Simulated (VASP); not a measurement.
# WSe2 (P-6m2) in VASP: notebook

WSe2 is run at these levels: PBEsol+D3(BJ); tasks: relaxation of cell and atoms.

Everything below comes from runs of VASP 6.6.1. Logs are shortened: lines on timing, memory, paths and dates and some standing lists are left out, and cuts for length are marked.

## (1) The cell of the first run

Symmetry: P-6m2, No. 187, hexagonal system. Conventional cell: a = 3.117 Å, b = 3.117 Å, c = 6.482 Å, α = 90.00°, β = 90.00°, γ = 120.00°. Within 3.2 Å of W (site symmetry -6m2) lie 6 Se at 2.45 Å and 6 W at 3.12 Å. Within 3.2 Å of Se (site symmetry 3m) lie 3 W at 2.45 Å and 7 Se at 3.12 to 3.17 Å.

## (2) Relaxation of cell and atoms, PBEsol+D3(BJ), target pressure 10 GPa, at which the enthalpy is minimised

Contents of INCAR:

```
PREC     = Accurate       # precision mode
ENCUT    = 600            # plane-wave cutoff, eV
EDIFF    = 1E-7           # SCF threshold, eV
ISMEAR   = 0              # smearing method
SIGMA    = 0.02           # smearing width, eV
LREAL    = False          # projectors in reciprocal space
LASPH    = True           # aspherical terms in the spheres
NELM     = 80             # most SCF steps
ALGO     = Normal         # electronic algorithm
ISIF     = 3              # what is computed and relaxed
LWAVE    = False          # write WAVECAR
LCHARG   = False          # write CHGCAR
GGA      = PS             # functional
IVDW     = 12             # dispersion correction
IBRION   = 2              # ionic algorithm
NSW      = 70             # ionic steps
EDIFFG   = -0.008         # ionic threshold
PSTRESS  = 100.0
```

Contents of KPOINTS:

```
Automatic mesh
0
Gamma
  12 12 4
```

Contents of POSCAR:

```
WSe2
1.0
    3.1173916937      0.0000000000      0.0000000000
   -1.5586958469      2.6997404003      0.0000000000
    0.0000000000      0.0000000000      6.4821816437
W Se
1 2
Direct
    0.0000000000      0.0000000000      0.0000000000
    0.3333333333      0.6666666667      0.2553874292
    0.3333333333      0.6666666667      0.7446125708
```

Potentials or basis: VASP PAW PBE potentials, release 64 (W_sv, Se).

Run with:

```
cat potpaw_PBE.64/W_sv/POTCAR potpaw_PBE.64/Se/POTCAR > POTCAR
mpirun -np 1 vasp_std > vasp.out
```

OUTCAR:

```text
PREC = Accurate
   ENCUT = 600
   EDIFF = 1E-7
   ISMEAR = 0
   LREAL = False
   LASPH = True
   NELM = 80
   ISIF = 3
   GGA = PS
   IVDW = 12
   IBRION = 2
   NSW = 70
   EDIFFG = -0.008
   PSTRESS = 100.0
 IVDW          = 12

 ion  position               nearest neighbor table
   1  0.000  0.000  0.000-   2 2.45   3 2.45   2 2.45   3 2.45   2 2.45   3 2.45
   2  0.333  0.667  0.255-   1 2.45   1 2.45   1 2.45
   3  0.333  0.667  0.745-   1 2.45   1 2.45   1 2.45

  LATTYP: Found a hexagonal cell.
 ALAT       =     3.1173916937
 C/A-ratio  =     2.0793606581

  Lattice vectors:

 A1 = (   3.1173916937,   0.0000000000,   0.0000000000)
 A2 = (  -1.5586958469,   2.6997404003,   0.0000000000)
 A3 = (   0.0000000000,   0.0000000000,   6.4821816437)

Analysis of symmetry for initial positions (statically):
=====================================================================
 Subroutine PRICEL returns:
 Original cell was already a primitive cell.

 Routine SETGRP: Setting up the symmetry group for a
 hexagonal supercell.

 Subroutine GETGRP returns: Found 12 space group operations
 (whereof 12 operations were pure point group operations)
 out of a pool of 24 trial point group operations.

The static configuration has the point symmetry D_3h.

Analysis of symmetry for dynamics (positions and initial velocities):
=====================================================================
 Subroutine PRICEL returns:
 Original cell was already a primitive cell.

 Routine SETGRP: Setting up the symmetry group for a
 hexagonal supercell.

 Subroutine GETGRP returns: Found 12 space group operations
 (whereof 12 operations were pure point group operations)
 out of a pool of 24 trial point group operations.

The dynamic configuration has the point symmetry D_3h.

 Subroutine INISYM returns: Found 12 space group operations
 (whereof 12 operations are pure point group operations),
 and found     1 'primitive' translations

----------------------------------------------------------------------------------------

                                     Primitive cell

  volume of cell :      54.5550

  direct lattice vectors                    reciprocal lattice vectors
     3.117391694  0.000000000  0.000000000     0.320780992  0.185202992  0.000000000
    -1.558695847  2.699740400  0.000000000     0.000000000  0.370405984  0.000000000
     0.000000000  0.000000000  6.482181644     0.000000000  0.000000000  0.154269049

  length of vectors
     3.117391694  3.117391694  6.482181644     0.370405984  0.370405984  0.154269049

  position of ions in fractional coordinates (direct lattice)
     0.000000000  0.000000000  0.000000000
     0.333333333  0.666666667  0.255387429
     0.333333333  0.666666667  0.744612571

  ion indices of the primitive-cell ions
   primitive index   ion index
                 1           1
                 2           2
                 3           3

----------------------------------------------------------------------------------------

 KPOINTS: Automatic mesh

Automatic generation of k-mesh.
 Grid dimensions read from file:
 generate k-points for:   12   12    4

 Generating k-lattice:

  Cartesian coordinates                     Fractional coordinates (reciprocal lattice)
     0.026731749  0.015433583  0.000000000     0.083333333 -0.000000000  0.000000000
     0.000000000  0.030867165  0.000000000     0.000000000  0.083333333  0.000000000
     0.000000000  0.000000000  0.038567262     0.000000000  0.000000000  0.250000000

  Length of vectors
     0.030867165  0.030867165  0.038567262

  Shift w.r.t. Gamma in fractional coordinates (k-lattice)
     0.000000000  0.000000000  0.000000000

 Subroutine IBZKPT returns following result:
 ===========================================

 Found     57 irreducible k-points:

 Following reciprocal coordinates:
            Coordinates               Weight
  0.000000  0.000000  0.000000      1.000000
  0.083333  0.000000  0.000000      6.000000
  0.166667  0.000000  0.000000      6.000000
  0.250000  0.000000  0.000000      6.000000
  0.333333  0.000000  0.000000      6.000000
  0.416667  0.000000  0.000000      6.000000
[... 16 lines left out ...]
  0.250000  0.000000  0.250000     12.000000
  0.333333  0.000000  0.250000     12.000000
 [... further k-points ...]
   k-points           NKPTS =     57   k-points in BZ     NKDIM =     57   number of bands    NBANDS=     17
   number of dos      NEDOS =    301   number of ions     NIONS =      3
   total plane-waves  NPLWV =  42336
   dimension x,y,z NGX =    28 NGY =   28 NGZ =   54
   dimension x,y,z NGXF=    56 NGYF=   56 NGZF=  108
   ions per type =               1   2
   NGX,Y,Z   is equivalent  to a cutoff of  14.93, 14.93, 13.85 a.u.
   NGXF,Y,Z  is equivalent  to a cutoff of  29.86, 29.86, 27.70 a.u.
 SYSTEM =  unknown system
   PREC   = accura    normal or accurate (medium, high low for compatibility)
   ISTART =      0    job   : 0-new  1-cont  2-samecut
   ICHARG =      2    charge: 1-file 2-atom 10-const
   ISPIN  =      1    spin polarized calculation?
   LNONCOLLINEAR =      F non collinear calculations
   LSORBIT =      F    spin-orbit coupling
   LASPH  =      T    aspherical Exc in radial PAW
   ENCUT  =  600.0 eV  44.10 Ry    6.64 a.u.   6.23  6.23 12.95*2*pi/ulx,y,z
   NELM   =     80;   NELMIN=  2; NELMDL= -5     # of ELM steps
   EDIFF  = 0.1E-06   stopping-criterion for ELM
   LREAL  =      F    real-space projection
   EDIFFG = -.8E-02   stopping-criterion for IOM
   NSW    =     70    number of steps for IOM
   IBRION =      2    ionic relax: 0-MD 1-quasi-New 2-CG
   NFREE  =      1    steps in history (QN), initial steepest desc. (CG)
   ISIF   =      3    stress and relaxation
   ISYM   =      2    0-nonsym 1-usesym 2-fastsym
   POTIM  = 0.5000    time-step for ionic-motion
   TEBEG  =    0.0;   TEEND  =   0.0 temperature during run
   PSTRESS=  100.0 pullay stress
   NELECT =      26.0000    total number of electrons
   NUPDOWN=      -1.0000    fix difference up-down
   EMIN   =  10.00;   EMAX   =-10.00  energy-range for DOS
   EFERMI =   0.00;   METHOD = LEGACY
   ISMEAR =     0;   SIGMA  =   0.02  broadening in eV -4-tet -1-fermi 0-gaus
   EFERMI_NEDOS =   21; number of points for ismear=-14 and -15
   IALGO  =     38    algorithm
   IMIX   =      4    mixing-type and parameters
     AMIX     =   0.40;   BMIX     =  1.00
     AMIX_MAG =   1.60;   BMIX_MAG =  1.00
  volume/ion in A,a.u.               =      18.19       122.72
  Fermi-wavevector in a.u.,A,eV,Ry     =   1.278756  2.416499 22.248484  1.635217
  Thomas-Fermi vector in A             =   2.411281
   LORBIT       =      0    0 simple, 1 ext, 2 COOP (PROOUT), +10 PAW based schemes
   GGA     = PS    functional components
   LHFCALC =     F    Hartree Fock is set to
   AEXX    =    0.0000 exact exchange contribution
   IVDW    =    12    specifies the selected vdW correction
   LEPSILON=     F    determine dielectric tensor
   LRPA    =     F    only Hartree local field effects (RPA)
 conjugate gradient relaxation of ions
 non-spin polarized calculation
 Gauss-broadening in eV      SIGMA  =   0.02
  energy-cutoff  :      600.00
  volume of cell :       54.56
 maximum number of plane-waves:      1838
 NGX is ok and might be reduce to    28
   NGX = 13   NGY = 13   NGZ = 25

--------------------------------------- Ionic step        1  -------------------------------------------

 number of electron      25.9999999 magnetization

 Free energy of the ion-electron system (eV)
  ---------------------------------------------------
  ext. energy  EPLUGINS =         0.00000000
  ---------------------------------------------------
  free energy    TOTEN  =       -22.70105390 eV

  energy without entropy =      -22.70105390  energy(sigma->0) =      -22.70105390

------------------------ aborting loop because EDIFF is reached ----------------------------------------

 Edisp (eV)   -1.46613

 E8    (eV) :    -0.9854

  FORCE on cell =-STRESS in cart. coord.  units (eV):
  Direction    XX          YY          ZZ          XY          YZ          ZX
  --------------------------------------------------------------------------------------
  -------------------------------------------------------------------------------------
  Total       5.63106     5.63106     6.65589    -0.00000    -0.00000     0.00000
  in kB     165.37362   165.37362   195.47101    -0.00000    -0.00000     0.00000
  external pressure =       75.41 kB  Pullay stress =      100.00 kB
[... 104 lines left out ...]
  FREE ENERGIE OF THE ION-ELECTRON SYSTEM (eV)
  ---------------------------------------------------
  free  energy   TOTEN  =       -24.3328095753 eV

  energy  without entropy=      -24.3328095753  energy(sigma->0) =      -24.33280958

  enthalpy is  TOTEN    =       -20.8196045078 eV   P V=        3.5132050675

[... ionic steps 4 to 8 ...]

--------------------------------------- Ionic step        9  -------------------------------------------

 number of electron      26.0000001 magnetization

------------------------ aborting loop because EDIFF is reached ----------------------------------------

 Edisp (eV)   -1.44278

 E8    (eV) :    -0.9699
[... 75 lines left out ...]
  enthalpy is  TOTEN    =       -20.8263611124 eV   P V=        3.4631399298

--------------------------------------- Ionic step       11  -------------------------------------------

 number of electron      26.0000001 magnetization

 Free energy of the ion-electron system (eV)
  ---------------------------------------------------
  ext. energy  EPLUGINS =         0.00000000
  ---------------------------------------------------
  free energy    TOTEN  =       -22.84673660 eV

  energy without entropy =      -22.84673660  energy(sigma->0) =      -22.84673660

 E-fermi :   7.1707     XC(G=0): -11.3354

 val. band max:        7.0509000626   @ k =   0.0000   0.0000   0.5000
 cond. band min:       7.8588108116   @ k =   0.1667   0.1667   0.0000
 fundamental gap:      0.8079107491
 Fermi energy:         7.1707127191

 k-point     1 :       0.0000    0.0000    0.0000
  band No.  band energies     occupation
      1     -66.8467      2.00000
      2     -31.2435      2.00000
      3     -30.9243      2.00000
      4     -30.9243      2.00000
      5      -8.7115      2.00000
      6      -6.9677      2.00000
[... 9 lines left out ...]
     16      10.5019      0.00000
     17      10.5019      0.00000
[... 443 lines left out ...]
      1     -66.8311      2.00000
      2     -31.2157      2.00000
      3     -31.1853      2.00000
      4     -30.9924      2.00000
      5      -6.8982      2.00000
      6      -6.2672      2.00000
[... 9 lines left out ...]
     16      10.7191      0.00000
     17      11.5614      0.00000

 [... further k-points ...]

------------------------ aborting loop because EDIFF is reached ----------------------------------------

 Edisp (eV)   -1.44262

 E8    (eV) :    -0.9698

  FORCE on cell =-STRESS in cart. coord.  units (eV):
  Direction    XX          YY          ZZ          XY          YZ          ZX
  --------------------------------------------------------------------------------------
  -------------------------------------------------------------------------------------
  Total       3.46180     3.46180     3.46379    -0.00000     0.00000    -0.00000
  in kB      99.96543    99.96543   100.02281    -0.00000     0.00000    -0.00000
  external pressure =       -0.02 kB  Pullay stress =      100.00 kB
[... 18 lines left out ...]
  FREE ENERGIE OF THE ION-ELECTRON SYSTEM (eV)
  ---------------------------------------------------
  free  energy   TOTEN  =       -24.2893605521 eV

  energy  without entropy=      -24.2893605521  energy(sigma->0) =      -24.28936055

  enthalpy is  TOTEN    =       -20.8263653869 eV   P V=        3.4629951651

 reached required accuracy - stopping structural energy minimisation
```

It took 10 min on 1 thread of Intel Xeon 8259CL, shared host; peak memory 0.26 GiB.

Results:

```
Free energy                                            : -24.2894 eV
Relaxed volume                                         : 18.49 Å³/atom
Relaxed cell                                           : a = 3.139 Å, b = 3.139 Å, c = 6.500 Å, α = 90.00°, β = 90.00°, γ = 120.00°
Space group after relaxing (to 0.05 Å)                 : P-6m2 (No. 187)
Energy change on relaxing (the enthalpy is what falls) : -40.7 meV/atom
Ionic steps                                            : 11
Pressure after relaxing                                : 10.0 GPa
Band gap on the k mesh                                 : 0.81 eV, indirect (least direct gap 1.47 eV)
Dispersion energy per atom                             : -0.481 eV
```

The path:
```
step  energy change (eV)  largest force (eV/Å)  pressure (GPa)  volume (Å³)
   1              0.0000                1.1932           17.54        54.56
   2             -0.0479                2.0086           -8.47        61.59
   3             -0.1656                0.1561            9.04        56.29
   4             -0.1599                0.2057            9.46        56.19
   5             -0.1578                0.2232            9.61        56.16
   6             -0.1420                0.1450            9.90        55.84
   7             -0.1165                0.0305           10.34        55.39
   8             -0.1340                0.1123            9.06        55.69
   9             -0.1217                0.0103            9.98        55.48
  10             -0.1223                0.0049           10.01        55.49
  11             -0.1222                0.0010           10.00        55.48
```

Final structure:
```
W Se
1.0
     3.13949    0.00000    0.00000
    -1.56975    2.71888    0.00000
     0.00000    0.00000    6.49999
W Se
1 2
Direct
  0.00000 0.00000 0.00000
  0.33333 0.66667 0.26125
  0.33333 0.66667 0.73875
```

Levels at points of the mesh, in eV from the valence-band top:
```
           k point  band 10  band 11  band 12  band 13  band 14  band 15  band 16  band 17
(0.00, 0.00, 0.00)    -1.72    -1.15    -0.98    -0.98     3.26     3.26     3.45     3.45
(0.50, 0.00, 0.00)    -3.06    -1.80    -1.71    -0.85     2.12     2.96     4.53     4.53
(0.00, 0.00, 0.50)    -2.29    -1.05    -1.05     0.00     3.17     3.17     3.64     3.64
(0.50, 0.00, 0.50)    -3.76    -3.16    -0.74    -0.55     2.93     2.99     3.31     4.28
```

Caveat: the cell is relaxed towards a set pressure, so the enthalpy falls and the energy may rise; the PAW data sets were made with another functional, which shifts forces and pressure a little; spin-orbit coupling is left out, which moves the levels of the heavy elements.

## (3) Relaxation of cell and atoms, PBEsol+D3(BJ), target pressure 5 GPa, at which the enthalpy is minimised

This run uses another cell than the first one, of 18.56 Å³/atom, 1.021 times its volume.

Changes to INCAR since step 2:

```diff
@@ -17,2 +17,2 @@
 EDIFFG   = -0.008         # ionic threshold
-PSTRESS  = 100.0
+PSTRESS  = 50.0
```

KPOINTS is that of step 2.

Contents of POSCAR:

```
WSe2
1.0
    3.1228611626      0.0000000000      0.0000000000
   -1.5614305813      2.7044770993      0.0000000000
    0.0000000000      0.0000000000      6.5926800296
W Se
1 2
Direct
    0.0000000000      0.0000000000      0.0000000000
    0.3333333333      0.6666666667      0.2490323773
    0.3333333333      0.6666666667      0.7509676227
```

Potentials or basis: VASP PAW PBE potentials, release 64 (W_sv, Se).

Run with:

```
cat potpaw_PBE.64/W_sv/POTCAR potpaw_PBE.64/Se/POTCAR > POTCAR
mpirun -np 1 vasp_std > vasp.out
```

Wall time 9.3 min (1 thread of Intel Xeon 8259CL, shared host); peak memory 0.27 GiB.

Results (log left out):

* Free energy: -24.4077 eV
* Relaxed volume: 19.35 Å³/atom
* Relaxed cell: a = 3.183 Å, b = 3.183 Å, c = 6.617 Å, α = 90.00°, β = 90.00°, γ = 120.00°
* Space group after relaxing (to 0.05 Å): P-6m2 (No. 187)
* Energy change on relaxing (the enthalpy is what falls): -75.5 meV/atom
* Ionic steps: 11
* Pressure after relaxing: 5.0 GPa
* Largest force after relaxing: 0.006 eV/Å
* Band gap on the k mesh: 0.93 eV, indirect (least direct gap 1.71 eV)
* Dispersion energy per atom: -0.459 eV

Forces on the atoms (eV/Å):
```
W    0.000  0.000  0.000
Se   0.000  0.000 -0.006
Se   0.000  0.000  0.006
```

The path:
| step | energy change (eV) | largest force (eV/Å) | pressure (GPa) | volume (Å³) |
| --- | --- | --- | --- | --- |
| 1 | 0.0000 | 1.6442 | 17.48 | 55.68 |
| 2 | 0.4343 | 2.8238 | -17.04 | 68.16 |
| 3 | -0.2425 | 0.0390 | 3.99 | 58.82 |
| 4 | -0.2362 | 0.0641 | 4.83 | 58.59 |
| 5 | -0.2344 | 0.0905 | 5.04 | 58.53 |
| 6 | -0.2391 | 0.1280 | 4.92 | 58.54 |
| 7 | -0.2396 | 0.1432 | 4.88 | 58.55 |
| 8 | -0.2378 | 0.0308 | 4.52 | 58.44 |
| 9 | -0.2361 | 0.0338 | 4.31 | 58.38 |
| 10 | -0.2273 | 0.0082 | 4.91 | 58.08 |
| 11 | -0.2264 | 0.0057 | 4.97 | 58.05 |

Final structure:
```
W Se
1.0
     3.18296    0.00000    0.00000
    -1.59148    2.75652    0.00000
     0.00000    0.00000    6.61653
W Se
1 2
Direct
  0.00000 0.00000 0.00000
  0.33333 0.66667 0.25568
  0.33333 0.66667 0.74432
```

Levels at points of the mesh, in eV from the valence-band top:
```csv
k point,band 11,band 12,band 13,band 14,band 15,band 16
"(0.00, 0.00, 0.00)",-1.23,-1.09,-1.09,3.18,3.18,3.28
"(0.50, 0.00, 0.00)",-1.75,-1.66,-0.90,2.26,2.75,4.26
"(0.00, 0.00, 0.50)",-1.14,-1.14,0.00,3.06,3.06,3.47
"(0.50, 0.00, 0.50)",-3.16,-0.82,-0.68,2.78,3.01,3.17
```

Caveat: the cell is relaxed towards a set pressure, so the enthalpy falls and the energy may rise; the PAW data sets were made with another functional, which shifts forces and pressure a little; spin-orbit coupling is left out, which moves the levels of the heavy elements.
